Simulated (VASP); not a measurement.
Set up this calculation in VASP 6.6.1, as the native input.

```
Task                   : single point
Functional             : PBE
Potentials or basis    : VASP PAW PBE potentials, release 64 (Sn_d, O)
Cutoff                 : 520 eV
k mesh                 : 7 × 7 × 10
Occupations            : fermi-dirac, width 0.01 eV
Spin                   : no spin polarisation
Dipole correction      : no
Further INCAR settings : ALGO = Normal; EDIFF = 1e-07; NBANDS = 35
```

The structure of SnO2 lies in POSCAR:

```
SnO2
1.0
    4.7880040000      0.0000000000      0.0000000000
    0.0000000000      4.8665820000      0.0000000000
    0.0000000000      0.0000000000      3.2408980000
Sn O
2 4
Direct
    0.5000000000      0.5000000000      0.5000000000
    0.0000000000      0.0000000000      0.0000000000
    0.3041715946      0.3089045848      0.0000000000
    0.8041715946      0.1910954152      0.5000000000
    0.1958284054      0.8089045848      0.5000000000
    0.6958284054      0.6910954152      0.0000000000
```

These files were run (other wordings do the same):

INCAR

```
SYSTEM = SnO2
ALGO = Normal
EDIFF = 1E-7
ENCUT = 520
GGA = PE
ISIF = 2
ISMEAR = -1
LASPH = .TRUE.
LCHARG = .FALSE.
LREAL = .FALSE.
LWAVE = .FALSE.
NBANDS = 35
NELM = 100
PREC = Accurate
SIGMA = 0.01
```

KPOINTS

```
k-points
0
G
  7 7 10
  0 0 0
```

Potentials or basis: VASP PAW PBE potentials, release 64 (Sn_d, O).

Launch:

```sh
$ cat potpaw_PBE.64/Sn_d/POTCAR potpaw_PBE.64/O/POTCAR > POTCAR
$ mpirun -np 1 vasp_std > vasp.out
```

Results of the run:

```
Pressure               : 0.4 GPa
Largest force          : 0.010 eV/Å
Band gap on the k mesh : 0.66 eV
```

Caveat: spin-orbit coupling is left out, which moves the levels of the heavy elements.

It took 100 s on 1 thread of Intel(R) Xeon(R) 6975P-C (Granite Rapids), on a shared host, peak memory 0.31 GiB.
